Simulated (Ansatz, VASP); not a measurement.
## Cs: VASP beside Ansatz

File INCAR:

```
SYSTEM = Cs
PREC = Accurate
ENCUT = 520
EDIFF = 1E-6
ISMEAR = -1
SIGMA = 0.08
LREAL = .False.
LASPH = .True.
NELM = 80
ALGO = Normal
ISIF = 2
LWAVE = .False.
LCHARG = .False.
GGA = PE
NBANDS = 10
```

File KPOINTS:

```
regular mesh
0
Gamma
  8 8 8
  0 0 0
```

Contents of POSCAR:

```
Cs
1.0
    5.3002269806      0.0000000000      0.0000000000
   -2.6501134903      4.5901312111      0.0000000000
    0.0000000000      0.0000000000      4.9822133618
Cs
1
Direct
    0.0000000000      0.0000000000      0.0000000000
```

Input for Ansatz:

```yaml
crystal:
  lattice:
    - [5.3002269806, 0.0, 0.0]
    - [-2.6501134903, 4.5901312111, 0.0]
    - [0.0, 0.0, 4.9822133618]
  atoms:
    - { symbol: Cs, position: [0.0, 0.0, 0.0] }
kpoints:
  mp_grid: { grid: [8, 8, 8] }
scf:
  occupations: { method: fermi_dirac, width: 0.08 }
hamiltonian:
  xc: pbe
  pseudopotentials: { kind: nc }
output:
  forces: true
  stress: true
  eigenvalues: true
```

Change from the starting cell: volume scaled by 1, norm-conserving files.

Alike in both runs: task single point; functional PBE; k mesh 8 × 8 × 8; occupations fermi-dirac, width 0.08 eV; no spin polarisation.

|  | VASP | Ansatz |
| --- | --- | --- |
| version | VASP 6.6.1 | Ansatz 0.2.0 |
| potentials or method | VASP PAW PBE potentials, release 64 (Cs_sv) | norm-conserving pseudopotentials, scalar-relativistic |
| plane-wave cutoff (eV) | 520 | 680 |
| valence electrons in the cell | 9 | 9 |

|  | VASP | Ansatz | Ansatz less VASP |
| --- | --- | --- | --- |
| pressure (GPa) | 0.0 | 0.0 | +0.01 |

The functional is the same, so the differences come from potentials, cutoffs and numerics.

Spin-orbit coupling is off throughout.
